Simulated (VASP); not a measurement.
Input of a VASP 6.6.1 run:

Contents of INCAR:

```
SYSTEM = PbSe
PREC = Accurate
ENCUT = 520
EDIFF = 1E-7
ISMEAR = -1
SIGMA = 0.02
LREAL = .False.
LASPH = .True.
NELM = 80
ALGO = Normal
ISIF = 2
LWAVE = .False.
LCHARG = .True.
GGA = PE
LELF = .True.
LVHAR = .True.
NBANDS = 17
```

KPOINTS

```
regular mesh
0
Gamma
  5 5 5
  0 0 0
```

File POSCAR:

```
PbSe
1.0
    0.0000000000      3.0606500000      3.0606500000
    3.0606500000      0.0000000000      3.0606500000
    3.0606500000      3.0606500000      0.0000000000
Pb Se
1 1
Direct
    0.0000000000      0.0000000000      0.0000000000
    0.5000000000      0.5000000000      0.5000000000
```

Potentials or basis: VASP PAW PBE potentials, release 64 (Pb_d, Se).

The run is started by

```bash
$ cat potpaw_PBE.64/Pb_d/POTCAR potpaw_PBE.64/Se/POTCAR > POTCAR
$ mpirun -np 1 vasp_std > vasp.out
```

Question: Estimate the pressure.

Answer: 2.2 GPa.
